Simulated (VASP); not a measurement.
# BN (F-43m) in VASP: a series of runs

BN is run at these levels: LDA; tasks: vibrations by perturbation theory, elastic constants.

All numbers are computed with VASP 6.6.1; they aren't measurements. Logs are shortened: lines on timing, memory, paths and dates and some standing lists are left out, and cuts for length are marked.

### Step 1. The cell of the first run

Symmetry: F-43m, No. 216, cubic system. Conventional cell: a = 3.582 Å, b = 3.582 Å, c = 3.582 Å, α = 90.00°, β = 90.00°, γ = 90.00°. Within 2.1 Å of B (site symmetry -43m) lie 4 N at 1.55 Å. Within 2.1 Å of N (site symmetry -43m) lie 4 B at 1.55 Å.

### Step 2. Vibrations by perturbation theory, LDA

INCAR reads:

```
  ALGO = Normal
  EDIFF = 1E-8
  ENCUT = 520
  GGA = CA
  IBRION = 8
  ISIF = 2
  ISMEAR = 0
  LASPH = T
  LCHARG = T
  LEPSILON = T
  LREAL = F
  LWAVE = F
  NBANDS = 11
  NELM = 80
  NSW = 1
  PREC = Accurate
  SIGMA = 0.01
```

KPOINTS reads:

```
k-points
0
Gamma
  8 8 8
```

POSCAR reads:

```
BN
1.0
    0.0000000000      1.7910000000      1.7910000000
    1.7910000000      0.0000000000      1.7910000000
    1.7910000000      1.7910000000      0.0000000000
B N
1 1
Direct
    0.0000000000      0.0000000000      0.0000000000
    0.2500000000      0.2500000000      0.2500000000
```

Potentials or basis: VASP PAW LDA potentials, release 64 (B, N).

Launch:

```
$ cat potpaw_LDA.64/B/POTCAR potpaw_LDA.64/N/POTCAR > POTCAR
$ mpirun -np 1 vasp_std > vasp.out
```

OUTCAR:

```text
EDIFF = 1E-8
   ENCUT = 520
   GGA = CA
   IBRION = 8
   ISIF = 2
   ISMEAR = 0
   LASPH = T
   LEPSILON = T
   LREAL = F
   NELM = 80
   NSW = 1
   PREC = Accurate

 ion  position               nearest neighbor table
   1  0.000  0.000  0.000-   2 1.55   2 1.55   2 1.55   2 1.55
   2  0.250  0.250  0.250-   1 1.55   1 1.55   1 1.55   1 1.55

  LATTYP: Found a face centered cubic cell.
 ALAT       =     3.5820000000

  Lattice vectors:

 A1 = (   0.0000000000,   1.7910000000,   1.7910000000)
 A2 = (   1.7910000000,   0.0000000000,   1.7910000000)
 A3 = (   1.7910000000,   1.7910000000,   0.0000000000)

Analysis of symmetry for initial positions (statically):
=====================================================================
 Subroutine PRICEL returns:
 Original cell was already a primitive cell.

 Routine SETGRP: Setting up the symmetry group for a
 face centered cubic supercell.

 Subroutine GETGRP returns: Found 24 space group operations
 (whereof 24 operations were pure point group operations)
 out of a pool of 48 trial point group operations.

The static configuration has the point symmetry T_d .

Analysis of symmetry for dynamics (positions and initial velocities):
=====================================================================
 Subroutine PRICEL returns:
 Original cell was already a primitive cell.

 Routine SETGRP: Setting up the symmetry group for a
 face centered cubic supercell.

 Subroutine GETGRP returns: Found 24 space group operations
 (whereof 24 operations were pure point group operations)
 out of a pool of 48 trial point group operations.

The dynamic configuration has the point symmetry T_d .

 Subroutine INISYM returns: Found 24 space group operations
 (whereof 24 operations are pure point group operations),
 and found     1 'primitive' translations

----------------------------------------------------------------------------------------

                                     Primitive cell

  volume of cell :      11.4899

  direct lattice vectors                    reciprocal lattice vectors
     0.000000000  1.791000000  1.791000000    -0.279173646  0.279173646  0.279173646
     1.791000000  0.000000000  1.791000000     0.279173646 -0.279173646  0.279173646
     1.791000000  1.791000000  0.000000000     0.279173646  0.279173646 -0.279173646

  length of vectors
     2.532856490  2.532856490  2.532856490     0.483542939  0.483542939  0.483542939

  position of ions in fractional coordinates (direct lattice)
     0.000000000  0.000000000  0.000000000
     0.250000000  0.250000000  0.250000000

  ion indices of the primitive-cell ions
   primitive index   ion index
                 1           1
                 2           2

----------------------------------------------------------------------------------------

 KPOINTS: k-points

Automatic generation of k-mesh.
 Grid dimensions read from file:
 generate k-points for:    8    8    8

 Generating k-lattice:

  Cartesian coordinates                     Fractional coordinates (reciprocal lattice)
    -0.034896706  0.034896706  0.034896706     0.125000000  0.000000000  0.000000000
     0.034896706 -0.034896706  0.034896706     0.000000000  0.125000000  0.000000000
     0.034896706  0.034896706 -0.034896706     0.000000000  0.000000000  0.125000000

  Length of vectors
     0.060442867  0.060442867  0.060442867

  Shift w.r.t. Gamma in fractional coordinates (k-lattice)
     0.000000000  0.000000000  0.000000000

 Subroutine IBZKPT returns following result:
 ===========================================

 Found     29 irreducible k-points:

[... 439 lines left out ...]

 VOLUME and BASIS-vectors are now :
 -----------------------------------------------------------------------------
  energy-cutoff  :      520.00
  volume of cell :       11.49
      direct lattice vectors                 reciprocal lattice vectors
     0.000000000  1.791000000  1.791000000    -0.279173646  0.279173646  0.279173646
     1.791000000  0.000000000  1.791000000     0.279173646 -0.279173646  0.279173646
     1.791000000  1.791000000  0.000000000     0.279173646  0.279173646 -0.279173646

 POSITION                                       TOTAL-FORCE (eV/Angst)
 -----------------------------------------------------------------------------------
      0.00000      0.00000      0.00000         0.000000      0.000000     -0.000000
      0.89550      0.89550      0.89550        -0.000000     -0.000000      0.000000
 -----------------------------------------------------------------------------------
    total drift:                               -0.000000     -0.000000     -0.000000

  FREE ENERGIE OF THE ION-ELECTRON SYSTEM (eV)
  ---------------------------------------------------
  free  energy   TOTEN  =       -19.4136030223 eV

  energy  without entropy=      -19.4136030223  energy(sigma->0) =      -19.41360302

 HEAD OF MICROSCOPIC STATIC DIELECTRIC TENSOR (INDEPENDENT PARTICLE, excluding Hartree and local field effects)
 ------------------------------------------------------
           4.734473    -0.000000     0.000000
           0.000000     4.734473    -0.000000
          -0.000000     0.000000     4.734473
 ------------------------------------------------------

 Free energy of the ion-electron system (eV)
  ---------------------------------------------------
  ---------------------------------------------------
  free energy    TOTEN  =        -0.12047419 eV

  energy without entropy =       -0.12047419

------------------------ aborting loop because EDIFF is reached ----------------------------------------

--------------------------------------- Ionic step        2  -------------------------------------------

------------------------ aborting loop because EDIFF is reached ----------------------------------------

--------------------------------------- Ionic step        3  -------------------------------------------

------------------------ aborting loop because EDIFF is reached ----------------------------------------

 PIEZOELECTRIC TENSOR FIELD DIRECTION 3  (e Angst)
 -----------------------------------------------------------------------------
    -0.00026 -0.73693  0.00000           ( -0.00000 -0.01000  0.00000)
    -0.73693 -0.00026  0.00000           ( -0.01000 -0.00000  0.00000)
     0.00000  0.00000  0.00015           (  0.00000  0.00000 -0.00000)

 PIEZOELECTRIC TENSOR FIELD DIRECTION 3  (C/m^2)
 -----------------------------------------------------------------------------
    -0.00036 -1.02759  0.00000
    -1.02759 -0.00036  0.00000
     0.00000  0.00000  0.00021

--------------------------------------- Ionic step        4  -------------------------------------------

------------------------ aborting loop because EDIFF is reached ----------------------------------------

[... ionic steps 5 to 6 ...]

--------------------------------------- Ionic step        7  -------------------------------------------

 Free energy of the ion-electron system (eV)
  ---------------------------------------------------
  ---------------------------------------------------
  free energy    TOTEN  =        -0.22715429 eV

  energy without entropy =       -0.22715429

------------------------ aborting loop because EDIFF is reached ----------------------------------------

 INTERNAL STRAIN TENSOR  FOR ION    2  DIRECTION 1   (eV/Angst):
 -----------------------------------------------------------------------------
    -0.03723  0.00000  0.00000
     0.00000  0.02074 -2.81626
     0.00000 -2.81626  0.02074

 MACROSCOPIC STATIC DIELECTRIC TENSOR (including local field effects in DFT)
 ------------------------------------------------------
           4.579982     0.000000    -0.000000
           0.000000     4.579982     0.000000
          -0.000000     0.000000     4.579982
 ------------------------------------------------------

 PIEZOELECTRIC TENSOR (including local field effects)  for field in x, y, z        (e  Angst)
          XX          YY          ZZ          XY          YZ          ZX
  --------------------------------------------------------------------------------
  x     0.00000    -0.00000     0.00000     0.00000    -0.73782     0.00000
  y     0.00000     0.00000     0.00000     0.00000     0.00000    -0.73782
  z     0.00000     0.00000     0.00000    -0.73782     0.00000     0.00000

 PIEZOELECTRIC TENSOR (including local field effects)  for field in x, y, z        (C/m^2)
          XX          YY          ZZ          XY          YZ          ZX
  --------------------------------------------------------------------------------
  x     0.00000    -0.00000     0.00000     0.00000    -1.02883     0.00000
  y     0.00000     0.00000     0.00000     0.00000     0.00000    -1.02883
  z     0.00000     0.00000     0.00000    -1.02883     0.00000     0.00000

 BORN EFFECTIVE CHARGES (including local field effects) (in |e|, cummulative output)
 ---------------------------------------------------------------------------------
 ion    1
    1     1.87470     0.00000    -0.00000
    2     0.00000     1.87470     0.00000
    3     0.00000     0.00000     1.87470
 ion    2
    1    -1.87470    -0.00000     0.00000
    2     0.00000    -1.87470    -0.00000
    3     0.00000     0.00000    -1.87470

 INTERNAL STRAIN TENSOR FOR ION    2 for displacements in x,y,z  (eV/Angst):
          X           Y           Z          XY          YZ          ZX
  --------------------------------------------------------------------------------
  x     0.00000    -0.00000    -0.00000     0.00000    -2.81626     0.00000
  y     0.00000    -0.00000     0.00000     0.00000     0.00000    -2.81626
  z    -0.00000    -0.00000     0.00000    -2.81626     0.00000     0.00000

 SECOND DERIVATIVES (NOT SYMMETRIZED)
 ------------------------------------
               1X          1Y          1Z          2X          2Y          2Z
  1X   -25.621426    0.000000    0.000000   25.621426    0.000000    0.000000
  1Y     0.000000  -25.621426    0.000000    0.000000   25.621426    0.000000
  1Z     0.000000    0.000000  -25.621426    0.000000    0.000000   25.621426
  2X    25.614019    0.000000    0.000000  -25.614019    0.000000    0.000000
  2Y     0.000000   25.614019    0.000000    0.000000  -25.614019    0.000000
  2Z     0.000000    0.000000   25.614019    0.000000    0.000000  -25.614019

 Eigenvectors and eigenvalues of the dynamical matrix
 ----------------------------------------------------

   1 f  =   32.036381 THz   201.290518 2PiTHz 1068.618640 cm-1   132.491766 meV
             X         Y         Z           dx          dy          dz
      0.000000  0.000000  0.000000    -0.751235    0.000000    0.000000
      0.895500  0.895500  0.895500     0.660034    0.000000    0.000000
[... 21 lines left out ...]
   6 f/i=    0.002296 THz     0.014428 2PiTHz    0.076597 cm-1     0.009497 meV
             X         Y         Z           dx          dy          dz
      0.000000  0.000000  0.000000     0.000000   -0.660034    0.000000
      0.895500  0.895500  0.895500     0.000000   -0.751235    0.000000

--------------------------------------------------------------------------------------------------------

 MACROSCOPIC STATIC DIELECTRIC TENSOR IONIC CONTRIBUTION
 ------------------------------------------------------
           2.160601     0.000000     0.000000
           0.000000     2.160601     0.000000
           0.000000     0.000000     2.160601
 ------------------------------------------------------

 ELASTIC MODULI CONTR FROM IONIC RELAXATION (kBar)
 Direction    XX          YY          ZZ          XY          YZ          ZX
 --------------------------------------------------------------------------------
 XX          -0.0000      0.0000     -0.0000      0.0000      0.0000      0.0000
 YY           0.0000     -0.0000      0.0000      0.0000      0.0000     -0.0000
 ZZ          -0.0000      0.0000     -0.0000      0.0000      0.0000      0.0000
 XY           0.0000      0.0000      0.0000    -40.1919     -0.0000     -0.0000
 YZ           0.0000      0.0000      0.0000     -0.0000    -40.1919     -0.0000
 ZX           0.0000     -0.0000      0.0000     -0.0000     -0.0000    -40.1919
 --------------------------------------------------------------------------------

 PIEZOELECTRIC TENSOR IONIC CONTR  for field in x, y, z        (C/m^2)
          XX          YY          ZZ          XY          YZ          ZX
  --------------------------------------------------------------------------------
  x    -0.00000    -0.00000    -0.00000     0.00000     0.27729     0.00000
  y    -0.00000     0.00000    -0.00000     0.00000     0.00000     0.27729
  z    -0.00000    -0.00000    -0.00000     0.27729     0.00000     0.00000
```

It took 43 s on 1 thread of Intel Xeon 6975P-C (Granite Rapids), shared host; peak memory 0.14 GiB.

What came out:

```yaml
Electronic_dielectric_tensor_diagonal: 4.58
Born_charges_mean_of_the_diagonal: B +1.87; N -1.87 e
Highest_phonon_frequency_at_Γ_LO-TO_splitting_left_out: 1069 cm⁻¹
```

Phonon frequencies in cm⁻¹ (negative: imaginary):
| q point | frequencies |
| --- | --- |
| (0.000, 0.000, 0.000) | 0 0 0 1069 1069 1069 |

Electronic dielectric tensor:
```
4.58 0.00 0.00
0.00 4.58 0.00
0.00 0.00 4.58
```

Born effective charge tensors (e):
atom 1, B
```
1.87 0.00 0.00
0.00 1.87 0.00
0.00 0.00 1.87
```
atom 2, N
```
-1.87  0.00  0.00
 0.00 -1.87  0.00
 0.00  0.00 -1.87
```

Caveat: the k points lie up to 0.38 Å⁻¹ apart.

### Step 3. Elastic constants, LDA

INCAR reads:

```
PREC = Accurate
ENCUT = 600
EDIFF = 1E-8
ISMEAR = 0
SIGMA = 0.01
LREAL = False
LASPH = True
NELM = 80
ALGO = Normal
ISIF = 3
LWAVE = False
LCHARG = False
GGA = CA
NBANDS = 11
IBRION = 6
NFREE = 2
POTIM = 0.015
NSW = 1
```

KPOINTS reads:

```
regular mesh
0
Gamma
  8 8 8
```

POSCAR is that of step 2.

Potentials or basis: VASP PAW LDA potentials, release 64 (B, N).

Launch:

```
$ cat potpaw_LDA.64/B/POTCAR potpaw_LDA.64/N/POTCAR > POTCAR
$ mpirun -np 1 vasp_std > vasp.out
```

Wall time 71 s (1 thread of Intel Xeon 6975P-C (Granite Rapids), shared host); peak memory 0.15 GiB.

The run converged. Its results:

```yaml
Elastic_constants_C11_C12_C44: 822, 192, 475 GPa
Voigt_bulk_modulus: 402 GPa
Highest_phonon_frequency_at_Γ_LO-TO_splitting_left_out: 1069 cm⁻¹
```

Phonon frequencies in cm⁻¹ (negative: imaginary):
```tsv
q point	frequencies
(0.000, 0.000, 0.000)	0 0 0 1069 1069 1069
```

Elastic tensor in Voigt notation (GPa, in the Cartesian axes of the cell as first typed):
```
822 192 192   0   0   0
192 822 192   0   0   0
192 192 822   0   0   0
  0   0   0 475   0   0
  0   0   0   0 475   0
  0   0   0   0   0 475
```

Clamped-ion elastic tensor (GPa):
```
822 192 192   0   0   0
192 822 192   0   0   0
192 192 822   0   0   0
  0   0   0 480   0   0
  0   0   0   0 480   0
  0   0   0   0   0 480
```

Caveat: the k points lie up to 0.38 Å⁻¹ apart.
